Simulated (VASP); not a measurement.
The system is Sn3Te2.

```xyz
10
Lattice="4.5000 0.0000 0.0000 0.0000 4.5000 0.0000 0.0000 0.0000 14.4000" Properties=species:S:1:pos:R:3 pbc="T T T"
Sn    0.0000    2.2500    5.6304
Sn    0.0000    2.2500   11.8944
Sn    2.2500    0.0000    8.7696
Sn    2.2500    0.0000    2.5056
Sn    2.2500    2.2500    0.0000
Sn    0.0000    0.0000    0.0000
Te    0.0000    2.2500    2.5056
Te    0.0000    2.2500    8.7696
Te    2.2500    0.0000   11.8944
Te    2.2500    0.0000    5.6304
```

- Program: VASP 6.6.1
- Task: relaxation of cell and atoms
- Functional: PBE
- Potentials or basis: VASP PAW PBE potentials, release 64 (Sn_d, Te)
- Cutoff: 600 eV
- k mesh: 4 × 4 × 2
- Occupations: gaussian, width 0.2 eV
- Spin: no spin polarisation

At the start: pressure 3.7 GPa; volume 29.16 Å³/atom.

Task: Where does the relaxation end?

Result: Over 9 steps the energy falls by 39.1 meV/atom and the volume is 31.22 Å³/atom (+7.1 %); space group P4/nmm (No. 129, to 0.1 Å) before and after.

Step by step:
```csv
step,energy change (eV),largest force (eV/Å),pressure (GPa),volume (Å³)
1,0.0000,0.5635,3.71,291.60
2,-0.2960,0.2498,-0.96,321.00
3,-0.3094,0.2972,-0.23,315.43
4,-0.3093,0.2927,-0.32,315.91
5,-0.3337,0.2399,-0.18,314.64
6,-0.3513,0.1877,0.08,312.76
7,-0.3523,0.1763,0.14,312.20
8,-0.3708,0.1514,0.14,312.21
9,-0.3906,0.0665,0.09,312.25
```

Final structure:
```
Sn Te
1.0
     4.55650    0.00000    0.00000
     0.00000    4.55650    0.00000
     0.00000    0.00000   15.03955
Sn Te
6 4
Direct
  0.00000 0.50000 0.39643
  0.00000 0.50000 0.82343
  0.50000 0.00000 0.60357
  0.50000 0.00000 0.17657
  0.50000 0.50000 0.00000
  0.00000 0.00000 0.00000
  0.00000 0.50000 0.18175
  0.00000 0.50000 0.60251
  0.50000 0.00000 0.81825
  0.50000 0.00000 0.39749
```

Caveat: the relaxation stopped at a loose force limit of 0.08 eV/Å, so its end isn't a converged minimum.
